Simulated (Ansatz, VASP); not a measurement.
## Hg: VASP beside Ansatz

INCAR

```
PREC = Accurate
ENCUT = 520
EDIFF = 1E-7
ISMEAR = 1
SIGMA = 1.0
LREAL = F
LASPH = T
NELM = 80
ALGO = Normal
ISIF = 2
LWAVE = F
LCHARG = T
GGA = PE
LELF = T
LVHAR = T
NBANDS = 12
```

KPOINTS

```
Automatic mesh
0
Gamma
  10 10 10
```

Contents of POSCAR:

```
Hg
1.0
    2.0783995336      1.1999645302      1.9747385792
   -2.0783995336      1.1999645302      1.9747385792
    0.0000000000     -2.3999290604      1.9747385791
Hg
1
Direct
    0.0000000000      1.0000000000      0.0000000000
```

Input for Ansatz:

```yaml
crystal:
  lattice:
    - [2.0783995336, 1.1999645302, 1.9747385792]
    - [-2.0783995336, 1.1999645302, 1.9747385792]
    - [0.0, -2.3999290604, 1.9747385791]
  atoms:
    - { symbol: Hg, position: [0.0, 1.0, 0.0] }
hamiltonian:
  xc: pbe
  pseudopotentials:
    kind: paw
    azcp:
      Hg: "pseudopotentials/Hg.paw.azcp"
basis:
  ecutwfc: 420
  fft_grid_basis: typed
kpoints:
  mp_grid: { grid: [10, 10, 10], shift: [0, 0, 0] }
magnetization:
  spin_polarized: false
scf:
  occupations: { method: methfessel_paxton, width: 1.0 }
  lower_state_search: "off"
output:
  stress: true
```

Alike in both runs: task single point; functional PBE; k mesh 10 × 10 × 10; occupations methfessel-paxton of order 1, width 1 eV; no spin polarisation.

|  | VASP | Ansatz |
| --- | --- | --- |
| version | VASP 6.6.1 | Ansatz 0.2.0 |
| potentials or method | VASP PAW PBE potentials, release 64 (Hg), cutoff 520 eV | plane waves (420 eV) with PAW, scalar-relativistic |
| valence electrons in the cell | 12 | 20 |

```tsv
	VASP	Ansatz	Ansatz less VASP
pressure (GPa)	0.1	0.0	-0.17
traceless stress, the component that is largest in VASP (GPa)	-0.04	-0.08	-0.038
```

VASP's potentials hold 12 valence electrons a cell and Ansatz's 20, so a difference there can come from the potentials and not from the codes.

Neither program's run includes spin-orbit coupling.
